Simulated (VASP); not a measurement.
# CsOs2 (F-43m) in VASP: further runs

The runs below take CsOs2 through single point, with PBE.

All numbers are computed with VASP 6.6.1; they aren't measurements. Logs are shortened: lines on timing, memory, paths and dates and some standing lists are left out, and cuts for length are marked.

## (1) The cell of the first run

It takes space group F-43m (No. 216, cubic). The conventional cell has a = 6.501 Å, b = 6.501 Å, c = 6.501 Å, α = 90.00°, β = 90.00°, γ = 90.00°. Within 3.7 Å of Cs (site symmetry -43m) lie 10 Os at 2.81 to 3.25 Å. Os (site symmetry -43m) has 4 Cs at 2.81 Å and 4 Os at 2.81 Å within 3.7 Å. Os (site symmetry -43m) has 4 Os at 2.81 Å and 6 Cs at 3.25 Å within 3.7 Å.

The cell was generated, and may not be a known phase.

## (2) Single point, PBE

Contents of INCAR:

```
SYSTEM = CsOs2
PREC = Accurate
ENCUT = 560
EDIFF = 1E-6
ISMEAR = 0
SIGMA = 0.1
LREAL = .False.
LASPH = .True.
NELM = 120
ALGO = Normal
ISIF = 2
LWAVE = .False.
LCHARG = .False.
GGA = PE
NBANDS = 28
GGA_COMPAT = .False.
```

Contents of KPOINTS:

```
Automatic mesh
0
Gamma
  12 12 12
  0 0 0
```

Contents of POSCAR:

```
CsOs2
1.0
    0.0000000000      3.2503038528      3.2503038528
    3.2503038528      0.0000000000      3.2503038528
    3.2503038528      3.2503038528      0.0000000000
Cs Os
1 2
Direct
    0.0000000000      0.0000000000      0.0000000000
    0.7500000000      0.7500000000      0.7500000000
    0.5000000000      0.5000000000      0.5000000000
```

Potentials or basis: VASP PAW PBE potentials, release 64 (Cs_sv, Os_sv_GW).

Run with:

```bash
$ cat potpaw_PBE.64/Cs_sv/POTCAR potpaw_PBE.64/Os_sv_GW/POTCAR > POTCAR
$ mpirun -np 1 vasp_std > vasp.out
```

OUTCAR:

```text
SYSTEM = CsOs2
   PREC = Accurate
   ENCUT = 560
   EDIFF = 1E-6
   ISMEAR = 0
   LREAL = .False.
   LASPH = .True.
   NELM = 120
   ISIF = 2
   GGA = PE

 ion  position               nearest neighbor table
   1  0.000  0.000  0.000-   2 2.81   2 2.81   2 2.81   2 2.81
   2  0.750  0.750  0.750-   3 2.81   3 2.81   3 2.81   1 2.81   3 2.81   1 2.81   1 2.81   1 2.81

   3  0.500  0.500  0.500-   2 2.81   2 2.81   2 2.81   2 2.81

  LATTYP: Found a face centered cubic cell.
 ALAT       =     6.5006077056

  Lattice vectors:

 A1 = (   0.0000000000,   3.2503038528,   3.2503038528)
 A2 = (   3.2503038528,   0.0000000000,   3.2503038528)
 A3 = (   3.2503038528,   3.2503038528,   0.0000000000)

Analysis of symmetry for initial positions (statically):
=====================================================================
 Subroutine PRICEL returns:
 Original cell was already a primitive cell.

 Routine SETGRP: Setting up the symmetry group for a
 face centered cubic supercell.

 Subroutine GETGRP returns: Found 24 space group operations
 (whereof 24 operations were pure point group operations)
 out of a pool of 48 trial point group operations.

The static configuration has the point symmetry T_d .

Analysis of symmetry for dynamics (positions and initial velocities):
=====================================================================
 Subroutine PRICEL returns:
 Original cell was already a primitive cell.

 Routine SETGRP: Setting up the symmetry group for a
 face centered cubic supercell.

 Subroutine GETGRP returns: Found 24 space group operations
 (whereof 24 operations were pure point group operations)
 out of a pool of 48 trial point group operations.

The dynamic configuration has the point symmetry T_d .

 Subroutine INISYM returns: Found 24 space group operations
 (whereof 24 operations are pure point group operations),
 and found     1 'primitive' translations

----------------------------------------------------------------------------------------

                                     Primitive cell

  volume of cell :      68.6755

  direct lattice vectors                    reciprocal lattice vectors
     0.000000000  3.250303853  3.250303853    -0.153831772  0.153831772  0.153831772
     3.250303853  0.000000000  3.250303853     0.153831772 -0.153831772  0.153831772
     3.250303853  3.250303853  0.000000000     0.153831772  0.153831772 -0.153831772

  length of vectors
     4.596623790  4.596623790  4.596623790     0.266444444  0.266444444  0.266444444

  position of ions in fractional coordinates (direct lattice)
     0.000000000  0.000000000  0.000000000
     0.750000000  0.750000000  0.750000000
     0.500000000  0.500000000  0.500000000

  ion indices of the primitive-cell ions
   primitive index   ion index
                 1           1
                 2           2
                 3           3

----------------------------------------------------------------------------------------

 KPOINTS: Automatic mesh

Automatic generation of k-mesh.
 Grid dimensions read from file:
 generate k-points for:   12   12   12

 Generating k-lattice:

  Cartesian coordinates                     Fractional coordinates (reciprocal lattice)
    -0.012819314  0.012819314  0.012819314     0.083333333  0.000000000  0.000000000
     0.012819314 -0.012819314  0.012819314     0.000000000  0.083333333  0.000000000
     0.012819314  0.012819314 -0.012819314     0.000000000  0.000000000  0.083333333

  Length of vectors
     0.022203704  0.022203704  0.022203704

  Shift w.r.t. Gamma in fractional coordinates (k-lattice)
     0.000000000  0.000000000  0.000000000

 Subroutine IBZKPT returns following result:
 ===========================================

 Found     72 irreducible k-points:

 Following reciprocal coordinates:
            Coordinates               Weight
  0.000000  0.000000  0.000000      1.000000
  0.083333  0.000000  0.000000      8.000000
  0.166667  0.000000  0.000000      8.000000
  0.250000  0.000000  0.000000      8.000000
  0.333333  0.000000  0.000000      8.000000
  0.416667  0.000000  0.000000      8.000000
[... 16 lines left out ...]
  0.500000  0.166667  0.000000     24.000000
 -0.416667  0.166667  0.000000     24.000000
 [... further k-points ...]
   k-points           NKPTS =     72   k-points in BZ     NKDIM =     72   number of bands    NBANDS=     28
   number of dos      NEDOS =    301   number of ions     NIONS =      3
   total plane-waves  NPLWV =  46656
   dimension x,y,z NGX =    36 NGY =   36 NGZ =   36
   dimension x,y,z NGXF=    72 NGYF=   72 NGZF=   72
   ions per type =               1   2
   NGX,Y,Z   is equivalent  to a cutoff of  13.02, 13.02, 13.02 a.u.
   NGXF,Y,Z  is equivalent  to a cutoff of  26.04, 26.04, 26.04 a.u.
 SYSTEM =  CsOs2
   PREC   = accura    normal or accurate (medium, high low for compatibility)
   ISTART =      0    job   : 0-new  1-cont  2-samecut
   ICHARG =      2    charge: 1-file 2-atom 10-const
   ISPIN  =      1    spin polarized calculation?
   LNONCOLLINEAR =      F non collinear calculations
   LSORBIT =      F    spin-orbit coupling
   LASPH  =      T    aspherical Exc in radial PAW
   ENCUT  =  560.0 eV  41.16 Ry    6.42 a.u.   8.87  8.87  8.87*2*pi/ulx,y,z
   NELM   =    120;   NELMIN=  2; NELMDL= -5     # of ELM steps
   EDIFF  = 0.1E-05   stopping-criterion for ELM
   LREAL  =      F    real-space projection
   EDIFFG = 0.1E-04   stopping-criterion for IOM
   NSW    =      0    number of steps for IOM
   IBRION =     -1    ionic relax: 0-MD 1-quasi-New 2-CG
   NFREE  =      0    steps in history (QN), initial steepest desc. (CG)
   ISIF   =      2    stress and relaxation
   ISYM   =      2    0-nonsym 1-usesym 2-fastsym
   POTIM  = 0.5000    time-step for ionic-motion
   TEBEG  =    0.0;   TEEND  =   0.0 temperature during run
   PSTRESS=    0.0 pullay stress
   NELECT =      41.0000    total number of electrons
   NUPDOWN=      -1.0000    fix difference up-down
   EMIN   =  10.00;   EMAX   =-10.00  energy-range for DOS
   EFERMI =   0.00;   METHOD = LEGACY
   ISMEAR =     0;   SIGMA  =   0.10  broadening in eV -4-tet -1-fermi 0-gaus
   EFERMI_NEDOS =   21; number of points for ismear=-14 and -15
   IALGO  =     38    algorithm
   IMIX   =      4    mixing-type and parameters
     AMIX     =   0.40;   BMIX     =  1.00
     AMIX_MAG =   1.60;   BMIX_MAG =  1.00
  volume/ion in A,a.u.               =      22.89       154.48
  Fermi-wavevector in a.u.,A,eV,Ry     =   1.378485  2.604960 25.854088  1.900222
  Thomas-Fermi vector in A             =   2.503543
   LORBIT       =      0    0 simple, 1 ext, 2 COOP (PROOUT), +10 PAW based schemes
   GGA     = PE    functional components
   LHFCALC =     F    Hartree Fock is set to
   AEXX    =    0.0000 exact exchange contribution
   IVDW    =     0    specifies the selected vdW correction
   LEPSILON=     F    determine dielectric tensor
   LRPA    =     F    only Hartree local field effects (RPA)
 non-spin polarized calculation
 Gauss-broadening in eV      SIGMA  =   0.10
  energy-cutoff  :      560.00
  volume of cell :       68.68
 maximum number of plane-waves:      2120
   NGX = 17   NGY = 17   NGZ = 17

 number of electron      41.0000003 magnetization

 Free energy of the ion-electron system (eV)
  ---------------------------------------------------
  ext. energy  EPLUGINS =         0.00000000
  ---------------------------------------------------
  free energy    TOTEN  =       -17.97068072 eV

  energy without entropy =      -17.95057903  energy(sigma->0) =      -17.96062988

 E-fermi :   7.0113     XC(G=0): -11.4127

 val. band max:        6.9949867181   @ k =  -0.4167   0.5000   0.0833
 cond. band min:       7.0196770856   @ k =   0.3333   0.0833   0.0000
 fundamental gap:      0.0246903675
 Fermi energy:         7.0112671042

 k-point     1 :       0.0000    0.0000    0.0000
  band No.  band energies     occupation
      1     -79.3702      2.00000
      2     -78.8461      2.00000
      3     -38.7881      2.00000
      4     -38.7881      2.00000
      5     -38.7881      2.00000
      6     -38.2122      2.00000
[... 20 lines left out ...]
     27      12.5808      0.00000
     28      14.6536      0.00000

 k-point     2 :       0.0833    0.0000    0.0000
  band No.  band energies     occupation
      1     -79.3701      2.00000
      2     -78.8460      2.00000
      3     -38.7886      2.00000
      4     -38.7886      2.00000
      5     -38.7877      2.00000
      6     -38.2122      2.00000
[... 20 lines left out ...]
     27      13.0220      0.00000
     28      14.5246      0.00000

 k-point     3 :       0.1667    0.0000    0.0000
  band No.  band energies     occupation
      1     -79.3698      2.00000
      2     -78.8460      2.00000
      3     -38.7896      2.00000
      4     -38.7896      2.00000
      5     -38.7873      2.00000
      6     -38.2130      2.00000
[... 20 lines left out ...]
     27      13.2837      0.00000
     28      14.3425      0.00000

 k-point     4 :       0.2500    0.0000    0.0000
  band No.  band energies     occupation
      1     -79.3698      2.00000
      2     -78.8462      2.00000
      3     -38.7916      2.00000
      4     -38.7916      2.00000
      5     -38.7871      2.00000
      6     -38.2144      2.00000
[... 20 lines left out ...]
     27      13.3534      0.00000
     28      14.2277      0.00000

 k-point     5 :       0.3333    0.0000    0.0000
  band No.  band energies     occupation
      1     -79.3693      2.00000
      2     -78.8460      2.00000
      3     -38.7930      2.00000
      4     -38.7930      2.00000
      5     -38.7863      2.00000
      6     -38.2153      2.00000
[... 20 lines left out ...]
     27      13.4525      0.00000
     28      14.1773      0.00000

 k-point     6 :       0.4167    0.0000    0.0000
  band No.  band energies     occupation
      1     -79.3695      2.00000
      2     -78.8464      2.00000
      3     -38.7945      2.00000
      4     -38.7945      2.00000
      5     -38.7864      2.00000
      6     -38.2167      2.00000
[... 463 lines left out ...]
      5     -38.7810      2.00000
      6     -38.2206      2.00000
[... 20 lines left out ...]
     27      12.9699      0.00000
     28      14.9751      0.00000

 k-point    22 :       0.4167    0.1667    0.0000
  band No.  band energies     occupation
      1     -79.3696      2.00000
      2     -78.8465      2.00000
      3     -38.7990      2.00000
      4     -38.7969      2.00000
      5     -38.7798      2.00000
      6     -38.2223      2.00000
[... 20 lines left out ...]
     27      13.2064      0.00000
     28      14.6318      0.00000

 k-point    23 :       0.5000    0.1667    0.0000
  band No.  band energies     occupation
      1     -79.3695      2.00000
      2     -78.8466      2.00000
      3     -38.8009      2.00000
      4     -38.7973      2.00000
      5     -38.7790      2.00000
      6     -38.2231      2.00000
[... 20 lines left out ...]
     27      13.4265      0.00000
     28      14.4533      0.00000

 k-point    24 :      -0.4167    0.1667    0.0000
  band No.  band energies     occupation
      1     -79.3695      2.00000
      2     -78.8466      2.00000
      3     -38.8017      2.00000
      4     -38.7966      2.00000
      5     -38.7791      2.00000
      6     -38.2230      2.00000
[... 20 lines left out ...]
     27      13.8073      0.00000
     28      14.3433      0.00000

 [... further k-points ...]

------------------------ aborting loop because EDIFF is reached ----------------------------------------

  FORCE on cell =-STRESS in cart. coord.  units (eV):
  Direction    XX          YY          ZZ          XY          YZ          ZX
  --------------------------------------------------------------------------------------
  -------------------------------------------------------------------------------------
  Total        0.3200908      0.3200908      0.3200908      0.0000000      0.0000000     -0.0000000
  in kB        7.4676147      7.4676147      7.4676147      0.0000000      0.0000000     -0.0000000
  external PRESSURE =       7.4676147 kB  Pullay stress =       0.0000000 kB

 VOLUME and BASIS-vectors are now :
 -----------------------------------------------------------------------------
  energy-cutoff  :      560.00
  volume of cell :       68.68
      direct lattice vectors                 reciprocal lattice vectors
     0.000000000  3.250303853  3.250303853    -0.153831772  0.153831772  0.153831772
     3.250303853  0.000000000  3.250303853     0.153831772 -0.153831772  0.153831772
     3.250303853  3.250303853  0.000000000     0.153831772  0.153831772 -0.153831772

 POSITION                                       TOTAL-FORCE (eV/Angst)
 -----------------------------------------------------------------------------------
      0.00000      0.00000      0.00000         0.000000      0.000000      0.000000
      4.87546      4.87546      4.87546        -0.000000     -0.000000     -0.000000
      3.25030      3.25030      3.25030         0.000000      0.000000      0.000000
 -----------------------------------------------------------------------------------
    total drift:                                0.000000      0.000000      0.000000

  FREE ENERGIE OF THE ION-ELECTRON SYSTEM (eV)
  ---------------------------------------------------
  free  energy   TOTEN  =       -17.9706807227 eV

  energy  without entropy=      -17.9505790313  energy(sigma->0) =      -17.96062988
```

Run time: 3 min. Hardware: 1 thread of Intel Xeon Platinum 8375C at 2.90GHz (Ice Lake), shared host; peak memory 0.3 GiB.

Results:

- Free energy: -17.9707 eV
- Pressure: 0.7 GPa
- Band gap on the k mesh: zero (an odd number of electrons rules out a gap without spin polarisation)

Levels at points of the mesh, in eV from the Fermi level:
| k point | band 18 | band 19 | band 20 | band 21 | band 22 | band 23 |
| --- | --- | --- | --- | --- | --- | --- |
| (0.00, 0.00, 0.00) | -2.62 | -0.80 | -0.80 | -0.80 | 0.35 | 0.35 |
| (0.50, 0.00, 0.00) | -2.24 | -1.15 | -0.64 | -0.64 | 0.04 | 0.04 |
| (0.50, 0.50, 0.00) | -1.95 | -1.84 | -0.71 | -0.04 | -0.04 | 1.01 |

Caveat: spin-orbit coupling is left out, which moves the levels of the heavy elements.

## (3) Single point, PBE, collinear spin

Contents of INCAR:

```
PREC = Accurate
ENCUT = 560
EDIFF = 1E-6
ISMEAR = 0
SIGMA = 0.1
LREAL = F
LASPH = T
NELM = 200
ALGO = Normal
ISIF = 2
LWAVE = F
LCHARG = F
ISPIN = 2
MAGMOM = 0 1 1
LORBIT = 11
LMAXMIX = 4
GGA = PE
NBANDS = 32
GGA_COMPAT = F
```

Contents of KPOINTS:

```
regular mesh
0
Gamma
  4 4 4
```

Contents of POSCAR:

```
CsOs2
1.0
    0.0000000000      3.2515676592      3.2515676592
    3.2515676592      0.0000000000      3.2515676592
    3.2515676592      3.2515676592      0.0000000000
Cs Os
1 2
Direct
    0.0000000000      0.0000000000      0.0000000000
    0.7500000000      0.7500000000      0.7500000000
    0.5000000000      0.5000000000      0.5000000000
```

Potentials or basis: VASP PAW PBE potentials, release 64 (Cs_sv, Os_sv_GW).

Run with:

```bash
$ cat potpaw_PBE.64/Cs_sv/POTCAR potpaw_PBE.64/Os_sv_GW/POTCAR > POTCAR
$ mpirun -np 1 vasp_std > vasp.out
```

It took 57 s on 1 thread of AMD EPYC 7R13 (Zen 3), shared host; peak memory 0.22 GiB.

It converged, with:

```yaml
Free_energy: -17.9988 eV
Pressure: 0.7 GPa
Net_moment: 0.00 μB per cell
Valence_electrons_inside_the_program's_atomic_spheres: Cs 6.69; Os 14.90, 14.73
```

Levels at points of the mesh, in eV from the Fermi level:
Spin up:
| k point | band 18 | band 19 | band 20 | band 21 | band 22 | band 23 | band 24 | band 25 |
| --- | --- | --- | --- | --- | --- | --- | --- | --- |
| (0.00, 0.00, 0.00) | -2.62 | -0.80 | -0.80 | -0.80 | 0.34 | 0.34 | 4.99 | 4.99 |
| (0.50, 0.00, 0.00) | -2.24 | -1.14 | -0.64 | -0.64 | 0.04 | 0.04 | 1.48 | 3.18 |
| (0.50, 0.50, 0.00) | -1.95 | -1.84 | -0.72 | -0.04 | -0.04 | 1.00 | 2.01 | 4.44 |
Spin down:
```tsv
k point	band 18	band 19	band 20	band 21	band 22	band 23	band 24	band 25
(0.00, 0.00, 0.00)	-2.62	-0.80	-0.80	-0.80	0.34	0.34	4.99	4.99
(0.50, 0.00, 0.00)	-2.24	-1.14	-0.64	-0.64	0.04	0.04	1.48	3.18
(0.50, 0.50, 0.00)	-1.95	-1.84	-0.72	-0.04	-0.04	1.00	2.01	4.44
```

Caveat: the k points lie up to 0.42 Å⁻¹ apart; spin-orbit coupling is left out, which moves the levels of the heavy elements.

The gap in the log of VASP goes by the Fermi energy; the results here count the filled bands.